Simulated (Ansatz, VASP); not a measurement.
# Ag2Pt: VASP beside Ansatz

File INCAR:

```
ALGO = Normal
EDIFF = 1E-6
ENCUT = 500
GGA = PE
GGA_COMPAT = F
ISIF = 2
ISMEAR = 0
LASPH = T
LCHARG = F
LREAL = F
LWAVE = F
NBANDS = 41
NELM = 120
PREC = Accurate
SIGMA = 0.1
```

File KPOINTS:

```
k-points
0
Gamma
  4 4 4
```

Contents of POSCAR:

```
Ag2Pt
1.0
    0.0000000000      3.7978900189      3.7978900189
    3.7978900189      0.0000000000      3.7978900189
    3.7978900189      3.7978900189      0.0000000000
Ag Pt
4 2
Direct
    0.6250000000      0.6250000000      0.6250000000
    0.1250000000      0.6250000000      0.6250000000
    0.6250000000      0.6250000000      0.1250000000
    0.6250000000      0.1250000000      0.6250000000
    0.0000000000      0.0000000000      0.0000000000
    0.2500000000      0.2500000000      0.2500000000
```

Input for Ansatz:

```yaml
crystal:
  lattice:
    - [0.0, 3.7978900189, 3.7978900189]
    - [3.7978900189, 0.0, 3.7978900189]
    - [3.7978900189, 3.7978900189, 0.0]
  atoms:
    - { symbol: Ag, position: [0.625, 0.625, 0.625] }
    - { symbol: Ag, position: [0.125, 0.625, 0.625] }
    - { symbol: Ag, position: [0.625, 0.625, 0.125] }
    - { symbol: Ag, position: [0.625, 0.125, 0.625] }
    - { symbol: Pt, position: [0.0, 0.0, 0.0] }
    - { symbol: Pt, position: [0.25, 0.25, 0.25] }
basis:
  ecutwfc: 420
kpoints:
  mp_grid: { grid: [4, 4, 4] }
hamiltonian:
  xc: pbe
scf:
  occupations: { method: gaussian, width: 0.1 }
  lower_state_search: "off"
output:
  forces: true
  stress: true
  eigenvalues: true
```

Alike in both runs: task single point; functional PBE; k mesh 4 × 4 × 4; occupations gaussian, width 0.1 eV; no spin polarisation.

|  | VASP | Ansatz |
| --- | --- | --- |
| version | VASP 6.6.1 | Ansatz 0.2.0 |
| potentials or method | VASP PAW PBE potentials, release 64 (Ag, Pt), cutoff 500 eV | scalar-relativistic, plane waves, PAW |
| valence electrons in the cell | 64 | 112 |

Ansatz gave:

- gap on the k mesh at the Fermi level (eV): none
- pressure (GPa): -4.4

Task: Which values does VASP return?

Result: gap on the k mesh at the Fermi level (eV): none; pressure (GPa): -4.5.

A gap of «none» marks a metal or a gap that the smearing closes. The functional is the same, so the differences come from potentials, cutoffs and numerics. VASP's potentials hold 64 valence electrons a cell and Ansatz's 112, so a difference there can come from the potentials and not from the codes.

Spin-orbit coupling is off throughout.
